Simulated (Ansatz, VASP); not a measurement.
## TaRu4 in VASP and in Ansatz

```
CELL_PARAMETERS angstrom
2.71366 0.00000 0.00000
-1.35683 2.35010 0.00000
0.00000 0.00000 22.02817
ATOMIC_POSITIONS crystal
Ta 0.33333 0.66667 0.25000
Ta 0.66667 0.33333 0.75000
Ru 0.33333 0.66667 0.85000
Ru 0.33333 0.66667 0.05000
Ru 0.33333 0.66667 0.45000
Ru 0.33333 0.66667 0.65000
Ru 0.66667 0.33333 0.95000
Ru 0.66667 0.33333 0.15000
Ru 0.66667 0.33333 0.35000
Ru 0.66667 0.33333 0.55000
```

Alike in both runs: task single point; functional PBE; k mesh 6 × 6 × 1; occupations gaussian, width 0.1 eV; no spin polarisation.

|  | VASP | Ansatz |
| --- | --- | --- |
| version | VASP 6.6.1 | Ansatz 0.2.0 |
| potentials or method | VASP PAW PBE potentials, release 64 (Ta_pv, Ru_pv), cutoff 520 eV | scalar-relativistic, plane waves, PAW |
| valence electrons in the cell | 134 | 154 |

|  | VASP | Ansatz | Ansatz less VASP |
| --- | --- | --- | --- |
| gap on the k mesh at the Fermi level (eV) | none | none | - |
| pressure (GPa) | 13.8 | 13.7 | -0.12 |
| traceless stress, the component that is largest in VASP (GPa) | -4.38 | -4.41 | -0.032 |
| rms of the force components (eV/Å) | 0.666 | 0.655 | -0.0112 |

Atom by atom the forces differ by 0.012 eV/Å (rms over components). A gap of «none» marks a metal or a gap that the smearing closes. The functional is the same, so the differences come from potentials, cutoffs and numerics. VASP's potentials hold 134 valence electrons a cell and Ansatz's 154, so a difference there can come from the potentials and not from the codes.

The k mesh is coarse, so the values compare programs but aren't converged. Spin-orbit coupling is off throughout.
